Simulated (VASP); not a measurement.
Runs of VASP 6.6.1 on AlNi. The structure is that of space group Pm-3m (No. 221), or close to it. The cells are those of the table. 

```csv
cell,gap on the mesh (eV),pressure (GPa)
"a = 2.766, b = 2.766, c = 2.996 Å, 2 atoms",none,(a)
"a = 2.651, b = 2.651, c = 2.766 Å, 2 atoms",none,56.7
"a = 3.111, b = 3.111, c = 2.996 Å, 2 atoms",none,-18.8
"a = 2.881, b = 2.881, c = 2.766 Å, 2 atoms",none,9.6
"a = 3.111 Å, 2 atoms",none,-21.4
"a = 2.996, b = 2.996, c = 2.766 Å, 2 atoms",none,-3.3
"a = 2.766, b = 2.766, c = 2.651 Å, 2 atoms",none,41.6
"a = 2.996, b = 2.996, c = 2.881 Å, 2 atoms",none,-8.9
"a = 2.651 Å, 2 atoms",none,(b)
"a = 2.996 Å, 2 atoms",none,-13.2
"a = 2.881, b = 2.881, c = 2.996 Å, 2 atoms",none,-3.8
"a = 2.766 Å, 2 atoms",none,28.9
```

Alike in all rows: task single point; level PBE; potentials or basis VASP PAW PBE potentials, release 64 (Al, Ni); no spin polarisation; k mesh 16 × 16 × 16; cutoff (eV) 520; smearing gaussian 0.15 eV.

**Question.** Estimate the missing entries.

**Answer.** (a) 10.2; (b) 73.6.

A gap of «none» marks levels without a gap at the run's occupations.
